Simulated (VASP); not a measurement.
Write the native input for VASP 6.6.1 that does the following.

```yaml
Task: single point
Functional: PBE
Potentials_or_basis: VASP PAW PBE potentials, release 64 (Ni, Sb)
Cutoff: 520 eV
k_mesh: 8 × 8 × 6
Occupations: gaussian, width 0.05 eV
Spin: collinear spin, ferromagnetic start
Starting_moments: "[0.8, 0.8, 0.0, 0.0] μB"
Dipole_correction: no
Further_INCAR_settings: ALGO = Normal; EDIFF = 1e-07; NBANDS = 27
```

The structure of NiSb lies in POSCAR:

```
NiSb
1.0
    3.9400000578      0.0000000000      0.0000000000
   -1.9700000289      3.4121401411      0.0000000000
    0.0000000000      0.0000000000      5.1400001268
Ni Sb
2 2
Direct
    0.0000000000      0.0000000000      0.0000000000
    0.0000000000      0.0000000000      0.5000000000
    0.3333333333      0.6666666667      0.2500000000
    0.6666666667      0.3333333333      0.7500000000
```

These files were run (other wordings do the same):

INCAR

```
SYSTEM = NiSb
PREC = Accurate ; ENCUT = 520
EDIFF = 1E-7 ; ISMEAR = 0
SIGMA = 0.05 ; LREAL = .False.
LASPH = .True. ; NELM = 150
ALGO = Normal ; ISIF = 2
LWAVE = .False. ; LCHARG = .False.
ISPIN = 2 ; MAGMOM = 0.8 0.8 0 0
LORBIT = 11 ; LMAXMIX = 4
GGA = PE ; NBANDS = 27
```

KPOINTS

```
regular mesh
0
Gamma
  8 8 6
  0 0 0
```

Potentials or basis: VASP PAW PBE potentials, release 64 (Ni, Sb).

Launch:

```bash
$ cat potpaw_PBE.64/Ni/POTCAR potpaw_PBE.64/Sb/POTCAR > POTCAR
$ mpirun -np 1 vasp_std > vasp.out
```

It gave:

The pressure is 2.5 GPa. The band gap on the k mesh is zero (filled and empty bands overlap) and the net moment is 0.00 μB per cell. The valence electrons inside the program's atomic spheres are Ni 9.39; Sb 2.42.

Caveat: spin-orbit coupling is left out, which moves the levels of the heavy elements.

It took 80 s on 1 thread of Intel(R) Xeon(R) 6975P-C (Granite Rapids), on a shared host, peak memory 0.28 GiB.
